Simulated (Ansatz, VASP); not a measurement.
**One calculation of NaCl, two programs**

```
CELL_PARAMETERS angstrom
0.00000 2.80270 2.80270
2.80270 0.00000 2.80270
2.80270 2.80270 0.00000
ATOMIC_POSITIONS crystal
Na 0.00000 0.00000 0.00000
Cl 0.50000 0.50000 0.50000
```

Alike in both runs: task single point; functional PBEsol; k mesh 6 × 6 × 6; no spin polarisation.

```csv
,VASP,Ansatz
version,VASP 6.6.1,Ansatz 0.2.0
potentials or method,"VASP PAW PBE potentials, release 64 (Na_pv, Cl)","plane waves, PAW"
plane-wave cutoff (eV),520,420
occupations,"gaussian, width 0.01 eV",fixed
valence electrons in the cell,14,16
```

```csv
,VASP,Ansatz,Ansatz less VASP
gap on the k mesh at the Fermi level (eV),5.00,5.00,+0.004
pressure (GPa),0.0,0.0,-0.02
```

VASP's potentials were made for PBE, not for PBEsol. VASP's potentials hold 14 valence electrons a cell and Ansatz's 16, so a difference there can come from the potentials and not from the codes.
